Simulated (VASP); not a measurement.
A run of VASP 6.6.1 is set up as follows.

File POSCAR:

```
Te2Mo
1.0
    3.5400423794      0.0000000000      0.0000000000
   -1.7700211897      3.0657666310      0.0000000000
    0.0000000000      0.0000000000     22.0267806502
Te Mo
6 3
Direct
    0.0000000000      0.0000000000      0.9184985008
    0.3333333333      0.6666666667      0.5963465987
    0.3333333333      0.6666666667      0.2406540501
    0.3333333333      0.6666666667      0.7593459499
    0.3333333333      0.6666666667      0.4036534013
    0.0000000000      0.0000000000      0.0815014992
    0.0000000000      0.0000000000      0.6778212492
    0.0000000000      0.0000000000      0.3221787508
    0.3333333333      0.6666666667      0.0000000000
```

The input INCAR.step1:

```
SYSTEM = Te2Mo
ALGO = Normal
EDIFF = 1E-5
ENCUT = 550
GGA = PE
GGA_COMPAT = .False.
ISMEAR = 0
LASPH = .True.
LCHARG = .False.
LREAL = .False.
LWAVE = .True.
NBANDS = 49
NELM = 120
PREC = Accurate
SIGMA = 0.02
```

File INCAR.step2:

```
SYSTEM = Te2Mo
ALGO = Normal
BPARAM = 11.95
CPARAM = 0.0093
EDIFF = 1E-6
ENCUT = 550
GGA_COMPAT = .False.
ISIF = 2
ISMEAR = 0
ISTART = 1
IVDW_NL = 2
LASPH = .True.
LCHARG = .False.
LMIXTAU = .True.
LREAL = .False.
LUSE_VDW = .True.
LWAVE = .False.
METAGGA = R2SCAN
NBANDS = 49
NELM = 120
PREC = Accurate
SIGMA = 0.02
```

File KPOINTS:

```
k-points
0
Gamma
  9 9 1
  0 0 0
```

Potentials or basis: VASP PAW PBE potentials, release 64 (Te, Mo_sv).

Launch:

```sh
$ cat potpaw_PBE.64/Te/POTCAR potpaw_PBE.64/Mo_sv/POTCAR > POTCAR
$ cp INCAR.step1 INCAR
$ mpirun -np 1 vasp_std > vasp.out
$ cp INCAR.step2 INCAR
$ mpirun -np 1 vasp_std > vasp.out
```

Q: What does it give for the pressure?

A: 0.4 GPa.

Q: Estimate the band gap on the k mesh.

A: 1.03 eV (least direct gap 1.13 eV).

Q: Predict the largest force.

A: 0.056 eV/Å.

Forces on the atoms (eV/Å):
```
Te   0.000  0.000 -0.052
Te   0.000  0.000 -0.056
Te   0.000  0.000 -0.052
Te   0.000  0.000  0.052
Te   0.000  0.000  0.056
Te   0.000  0.000  0.052
Mo   0.000  0.000  0.000
Mo   0.000  0.000  0.000
Mo   0.000  0.000  0.000
```

Caveat: the PAW data sets were made with another functional, which shifts forces and pressure a little; spin-orbit coupling is left out, which moves the levels of the heavy elements; an odd mesh through Γ misses points on the zone boundary, where band edges can lie.
